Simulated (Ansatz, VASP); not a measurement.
# Two plane-wave programs on MgPtS3

```
CELL_PARAMETERS angstrom
5.28413 0.00000 0.00000
-2.64207 4.57619 0.00000
0.00000 0.00000 4.98007
ATOMIC_POSITIONS crystal
Mg 0.00000 0.00000 0.00000
Pt 0.00000 0.00000 0.50000
S 0.50000 0.00000 0.00000
S 0.00000 0.50000 0.00000
S 0.50000 0.50000 0.00000
```

Alike in both runs: functional PBE; k mesh 3 × 3 × 3; occupations gaussian, width 0.15 eV; no spin polarisation.

Ansatz relaxed the structure, and its values are those at the end. VASP's run is a single point on that final structure, the one shown.

|  | VASP | Ansatz |
| --- | --- | --- |
| version | VASP 6.6.1 | Ansatz 0.2.0 |
| potentials or method | VASP PAW PBE potentials, release 64 (Mg, Pt, S), cutoff 600 eV | scalar-relativistic, plane waves, PAW |
| valence electrons in the cell | 30 | 46 |

|  | VASP | Ansatz | Ansatz less VASP |
| --- | --- | --- | --- |
| gap on the k mesh at the Fermi level (eV) | none | none | - |
| pressure (GPa) | 0.1 | 0.1 | +0.09 |

A gap of «none» marks a metal or a gap that the smearing closes. The functional is the same, so the differences come from potentials, cutoffs and numerics. VASP's potentials hold 30 valence electrons a cell and Ansatz's 46, so a difference there can come from the potentials and not from the codes.

The k mesh is coarse, so the values compare programs but aren't converged. Spin-orbit coupling is off throughout.
